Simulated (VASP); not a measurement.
# SnO (P2_13) in VASP: notebook, part 2 of 2

VASP 6.6.1. Earlier steps stand in the parts before.

## Step 4: Single point, r2SCAN+rVV10

This run uses another cell than the first one, of 17.29 Å³/atom.

Contents of POSCAR:

```
SnO
1.0
    5.1715587079      0.0000000000      0.0000000000
    0.0000000000      5.1715587079      0.0000000000
    0.0000000000      0.0000000000      5.1715587079
Sn O
4 4
Direct
    0.9611757748      0.5388242252      0.4611757748
    0.5388242252      0.4611757748      0.9611757748
    0.4611757748      0.9611757748      0.5388242252
    0.0388242252      0.0388242252      0.0388242252
    0.1862764540      0.3137235460      0.6862764540
    0.3137235460      0.6862764540      0.1862764540
    0.6862764540      0.1862764540      0.3137235460
    0.8137235460      0.8137235460      0.8137235460
```

Contents of INCAR.step1:

```
PREC     = Accurate       # precision mode
ENCUT    = 520            # plane-wave cutoff, eV
ISMEAR   = -1             # smearing method
SIGMA    = 0.03           # smearing width, eV
LREAL    = F              # projectors in reciprocal space
LASPH    = T              # aspherical terms in the spheres
NELM     = 100            # most SCF steps
NBANDS   = 50             # bands
GGA      = PE             # functional
ALGO     = Normal         # electronic algorithm
EDIFF    = 1E-4           # SCF threshold, eV
LWAVE    = T              # write WAVECAR
LCHARG   = F              # write CHGCAR
```

Contents of INCAR.step2:

```
PREC     = Accurate       # precision mode
ENCUT    = 520            # plane-wave cutoff, eV
EDIFF    = 1E-7           # SCF threshold, eV
ISMEAR   = -1             # smearing method
SIGMA    = 0.03           # smearing width, eV
LREAL    = F              # projectors in reciprocal space
LASPH    = T              # aspherical terms in the spheres
NELM     = 100            # most SCF steps
ALGO     = Normal         # electronic algorithm
ISIF     = 2              # what is computed and relaxed
LWAVE    = F              # write WAVECAR
LCHARG   = T              # write CHGCAR
METAGGA  = R2SCAN         # meta-GGA
LMIXTAU  = T            
LUSE_VDW = T            
IVDW_NL  = 2            
BPARAM   = 11.95        
CPARAM   = 0.0093       
LELF     = T              # ELF
LVHAR    = T            
NBANDS   = 50             # bands
ISTART   = 1
```

Contents of KPOINTS:

```
regular mesh
0
Gamma
  6 6 6
```

Potentials or basis: VASP PAW PBE potentials, release 64 (Sn_d, O).

Command:

```sh
> cat potpaw_PBE.64/Sn_d/POTCAR potpaw_PBE.64/O/POTCAR > POTCAR
> cp INCAR.step1 INCAR
> mpirun -np 1 vasp_std > vasp.out
> cp INCAR.step2 INCAR
> mpirun -np 1 vasp_std > vasp.out
```

OUTCAR:

```text
PREC = Accurate
   ENCUT = 520
   EDIFF = 1E-7
   ISMEAR = -1
   LREAL = F
   LASPH = T
   NELM = 100
   ISIF = 2
   METAGGA = R2SCAN
   IVDW_NL = 2
   BPARAM = 11.95
   ISTART = 1

 ion  position               nearest neighbor table
   1  0.961  0.539  0.461-   5 2.02   6 2.43   7 2.43   8 2.43   3 3.41   4 3.41   2 3.41   2 3.41
                             4 3.41   3 3.41
   2  0.539  0.461  0.961-   6 2.02   5 2.43   7 2.43   8 2.43   3 3.41   4 3.41   1 3.41   1 3.41
                             3 3.41   4 3.41
   3  0.461  0.961  0.539-   7 2.02   6 2.43   5 2.43   8 2.43   2 3.41   4 3.41   1 3.41   4 3.41
                             2 3.41   1 3.41
   4  0.039  0.039  0.039-   8 2.02   6 2.43   7 2.43   5 2.43   2 3.41   3 3.41   1 3.41   3 3.41
                             1 3.41   2 3.41
   5  0.186  0.314  0.686-   1 2.02   2 2.43   3 2.43   4 2.43
   6  0.314  0.686  0.186-   2 2.02   1 2.43   3 2.43   4 2.43
   7  0.686  0.186  0.314-   3 2.02   2 2.43   1 2.43   4 2.43
   8  0.814  0.814  0.814-   4 2.02   2 2.43   3 2.43   1 2.43

[... 202 lines left out ...]
 fundamental gap:      1.9774702123
 Fermi energy:         6.8103686066

 k-point     1 :       0.0000    0.0000    0.0000
  band No.  band energies     occupation
      1     -15.7069      2.00000
      2     -15.7069      2.00000
      3     -15.7069      2.00000
      4     -15.3482      2.00000
      5     -15.3482      2.00000
      6     -15.3482      2.00000
[... 1261 lines left out ...]
     49      14.5144      0.00000
     50      14.5144      0.00000

------------------------ aborting loop because EDIFF is reached ----------------------------------------

  FORCE on cell =-STRESS in cart. coord.  units (eV):
  Direction    XX          YY          ZZ          XY          YZ          ZX
  --------------------------------------------------------------------------------------
  -------------------------------------------------------------------------------------
  Total        0.4329443      0.4329443      0.4329443      0.0000000     -0.0000000     -0.0000000
  in kB        5.0150840      5.0150840      5.0150840      0.0000000     -0.0000000     -0.0000000
  external PRESSURE =       5.0150840 kB  Pullay stress =       0.0000000 kB

 VOLUME and BASIS-vectors are now :
 -----------------------------------------------------------------------------
  energy-cutoff  :      520.00
  volume of cell :      138.31
      direct lattice vectors                 reciprocal lattice vectors
     5.171558708  0.000000000  0.000000000     0.193365300  0.000000000  0.000000000
     0.000000000  5.171558708  0.000000000     0.000000000  0.193365300  0.000000000
     0.000000000  0.000000000  5.171558708     0.000000000  0.000000000  0.193365300

 POSITION                                       TOTAL-FORCE (eV/Angst)
 -----------------------------------------------------------------------------------
      4.97078      2.78656      2.38500        -0.063113      0.063113     -0.063113
      2.78656      2.38500      4.97078         0.063113     -0.063113     -0.063113
      2.38500      4.97078      2.78656        -0.063113     -0.063113      0.063113
      0.20078      0.20078      0.20078         0.063113      0.063113      0.063113
      0.96334      1.62244      3.54912         0.037269     -0.037269      0.037269
      1.62244      3.54912      0.96334        -0.037269      0.037269      0.037269
      3.54912      0.96334      1.62244         0.037269      0.037269     -0.037269
      4.20822      4.20822      4.20822        -0.037269     -0.037269     -0.037269
 -----------------------------------------------------------------------------------
    total drift:                               -0.000000      0.000000      0.000000

  FREE ENERGIE OF THE ION-ELECTRON SYSTEM (eV)
  ---------------------------------------------------
  free  energy   TOTEN  =      -128.5860428749 eV

  energy  without entropy=     -128.5860428749  energy(sigma->0) =     -128.58604287
```

OSZICAR.step1:

```text
N       E                     dE             d eps       ncg     rms          rms(c)
DAV:   1     0.103534466392E+04    0.10353E+04   -0.37011E+04  2608   0.247E+03
DAV:   2     0.160772339812E+03   -0.87457E+03   -0.83437E+03  2408   0.686E+02
DAV:   3    -0.338173563914E+02   -0.19459E+03   -0.18392E+03  2742   0.247E+02
DAV:   4    -0.502070204461E+02   -0.16390E+02   -0.16069E+02  2780   0.750E+01
DAV:   5    -0.508168211125E+02   -0.60980E+00   -0.60848E+00  2736   0.149E+01    0.168E+01
DAV:   6    -0.430083113776E+02    0.78085E+01   -0.33349E+01  3690   0.555E+01    0.766E+00
DAV:   7    -0.429253457384E+02    0.82966E-01   -0.49956E+00  2682   0.110E+01    0.372E+00
DAV:   8    -0.428979973964E+02    0.27348E-01   -0.10068E+00  3374   0.517E+00    0.128E+00
DAV:   9    -0.428624552902E+02    0.35542E-01   -0.15345E-01  3560   0.342E+00    0.364E-01
DAV:  10    -0.428655288828E+02   -0.30736E-02   -0.33155E-02  3232   0.148E+00    0.294E-01
DAV:  11    -0.428639915360E+02    0.15373E-02   -0.47636E-03  3328   0.605E-01    0.653E-02
DAV:  12    -0.428641096459E+02   -0.11811E-03   -0.15250E-03  2448   0.178E-01    0.513E-02
DAV:  13    -0.428640979075E+02    0.11738E-04   -0.81057E-05  1332   0.104E-01
   1 F= -.42864098E+02 E0= -.42864098E+02  d E =-.487381E-11
```

Wall time 8.2 min (1 thread of AMD EPYC 9R45 (Zen 5), shared host); peak memory 0.53 GiB.

Results:

* Free energy: -128.5860 eV
* Pressure: 0.5 GPa
* Largest force: 0.109 eV/Å
* Band gap on the k mesh: 1.98 eV (least direct gap 2.06 eV)

Forces in eV/Å, atoms in the order of the input:
```
Sn  -0.063  0.063 -0.063
Sn   0.063 -0.063 -0.063
Sn  -0.063 -0.063  0.063
Sn   0.063  0.063  0.063
O    0.037 -0.037  0.037
O   -0.037  0.037  0.037
O    0.037  0.037 -0.037
O   -0.037 -0.037 -0.037
```

Caveat: the PAW data sets were made with another functional, which shifts forces and pressure a little; spin-orbit coupling is left out, which moves the levels of the heavy elements.

## Step 5: The runs side by side

| task | level | potentials or basis | cell | k mesh | cutoff (eV) | gap on the mesh (eV) | pressure (GPa) | largest force (eV/Å) |
| --- | --- | --- | --- | --- | --- | --- | --- | --- |
| single point | PBEsol | VASP PAW PBE potentials, release 64 (Sn_d, O_h) | a = 5.182 Å, 8 atoms, atomic positions A | 4 × 4 × 4 | 910 | 1.44 | 0.0 | 0.04 |
| relaxation of cell and atoms | PBEsol | VASP PAW PBE potentials, release 64 (Sn_d, O) | relaxed from a = 5.219 Å, 8 atoms, atomic positions B | 4 × 4 × 4 | 600 | 1.43 | 0.0 | 0.01 |
| single point | r2SCAN+rVV10 | VASP PAW PBE potentials, release 64 (Sn_d, O) | a = 5.172 Å, 8 atoms, atomic positions C | 6 × 6 × 6 | 520 | 1.98 | 0.5 | 0.11 |

Alike in all rows: no spin polarisation; smearing fermi-dirac 0.03 eV.

Caveats: the PAW data sets were made with another functional, which shifts forces and pressure a little; spin-orbit coupling is left out, which moves the levels of the heavy elements; the cutoff is under 1.25 times the usual one of these potentials, so pressure, stress and relaxed cells hold a basis-set (Pulay) error (at least some runs).

Total energies depend on the potentials used, so only differences within one code and one set of settings carry meaning.
